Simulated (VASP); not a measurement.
Here is a VASP 6.6.1 calculation.

POSCAR

```
MgO
1.0
    2.5918689390      0.0000000000      0.0000000000
    0.0000000000      2.5918689390      0.0000000000
    0.0000000000      0.0000000000      2.6163929594
Mg O
1 1
Direct
    0.0000000000      0.0000000000      0.0000000000
    0.5000000000      0.5000000000      0.5000000000
```

Contents of INCAR.step1:

```
SYSTEM = MgO
  ALGO = Normal
  EDIFF = 1E-4
  ENCUT = 520
  GGA = PE
  ISMEAR = 0
  LASPH = .TRUE.
  LCHARG = .FALSE.
  LREAL = .FALSE.
  LWAVE = .TRUE.
  NBANDS = 11
  NELM = 80
  PREC = Accurate
  SIGMA = 0.01
```

File INCAR.step2:

```
SYSTEM = MgO
  ALGO = Normal
  EDIFF = 1E-7
  ENCUT = 520
  ISIF = 2
  ISMEAR = 0
  ISTART = 1
  LASPH = .TRUE.
  LCHARG = .TRUE.
  LELF = .TRUE.
  LMIXTAU = .TRUE.
  LREAL = .FALSE.
  LVHAR = .TRUE.
  LWAVE = .FALSE.
  METAGGA = R2SCAN
  NBANDS = 11
  NELM = 80
  PREC = Accurate
  SIGMA = 0.01
```

KPOINTS

```
k-points
0
G
  10 10 10
  0 0 0
```

Potentials or basis: VASP PAW PBE potentials, release 64 (Mg, O).

Command:

```bash
$ cat potpaw_PBE.64/Mg/POTCAR potpaw_PBE.64/O/POTCAR > POTCAR
$ cp INCAR.step1 INCAR
$ mpirun -np 1 vasp_std > vasp.out
$ cp INCAR.step2 INCAR
$ mpirun -np 1 vasp_std > vasp.out
```

(1) Estimate the pressure.

(2) Predict the band gap on the k mesh.

## Answers

(1) 3.2 GPa.

(2) 3.68 eV, indirect (least direct gap 4.75 eV).

Caveat: the cell differs from its parent crystal (epitaxial xy strain -1.2%); the PAW data sets were made with another functional, which shifts forces and pressure a little.
